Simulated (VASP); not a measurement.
Set up this calculation in VASP 6.6.1, as the native input.

* Task: density of states
* Functional: PBEsol
* Potentials or basis: VASP PAW PBE potentials, release 64 (Rb_sv)
* Cutoff: 520 eV
* k mesh: 8 × 8 × 8
* Occupations: fermi-dirac, width 0.05 eV
* Spin: no spin polarisation
* Dipole correction: no
* k mesh for the DOS: 12 × 12 × 12
* Occupations for the DOS: tetrahedron
* Further INCAR settings: ALGO = Normal; EDIFF = 1e-06; NBANDS = 16

Rb:

```
Rb
1.0
     0.00000    5.06744    5.06744
     5.06744    0.00000    5.06744
     5.06744    5.06744    0.00000
Rb
2
Direct
  0.87500 0.87500 0.87500
  0.12500 0.12500 0.12500
```

The input as run:

POSCAR

```
Rb
1.0
    0.0000000000      5.0674443306      5.0674443306
    5.0674443306      0.0000000000      5.0674443306
    5.0674443306      5.0674443306      0.0000000000
Rb
2
Direct
   -0.1250000000     -0.1250000000     -0.1250000000
    0.1250000000      0.1250000000      0.1250000000
```

INCAR.step1

```
SYSTEM = Rb
PREC = Accurate
ENCUT = 520
EDIFF = 1E-6
ISMEAR = -1
SIGMA = 0.05
LREAL = .FALSE.
LASPH = .TRUE.
NELM = 60
ALGO = Normal
ISIF = 2
LWAVE = .FALSE.
LCHARG = .TRUE.
GGA = PS
NBANDS = 16
```

KPOINTS.step1

```
Automatic mesh
0
G
  8 8 8
  0 0 0
```

INCAR.step2

```
SYSTEM = Rb
PREC = Accurate
ENCUT = 520
EDIFF = 1E-6
ISMEAR = -5
SIGMA = 0.05
LREAL = .FALSE.
LASPH = .TRUE.
NELM = 60
ALGO = Normal
ISIF = 2
LWAVE = .FALSE.
LCHARG = .FALSE.
GGA = PS
LORBIT = 10
NBANDS = 16
NEDOS = 1001
ICHARG = 11
```

KPOINTS.step2

```
Automatic mesh
0
G
  12 12 12
  0 0 0
```

Potentials or basis: VASP PAW PBE potentials, release 64 (Rb_sv).

Run with:

```sh
$ cat potpaw_PBE.64/Rb_sv/POTCAR > POTCAR
$ cp INCAR.step1 INCAR
$ cp KPOINTS.step1 KPOINTS
$ mpirun -np 1 vasp_std > vasp.out
$ cp INCAR.step2 INCAR
$ cp KPOINTS.step2 KPOINTS
$ mpirun -np 1 vasp_std > vasp.out
```

Results of the run:

| Item | Value |
| --- | --- |
| Valence electrons inside the program's atomic spheres | Rb 7.29 |

Wall time 6.5 min on 1 thread of Oxide Virtual Turin-like Processor (shared host), peak memory 0.47 GiB.
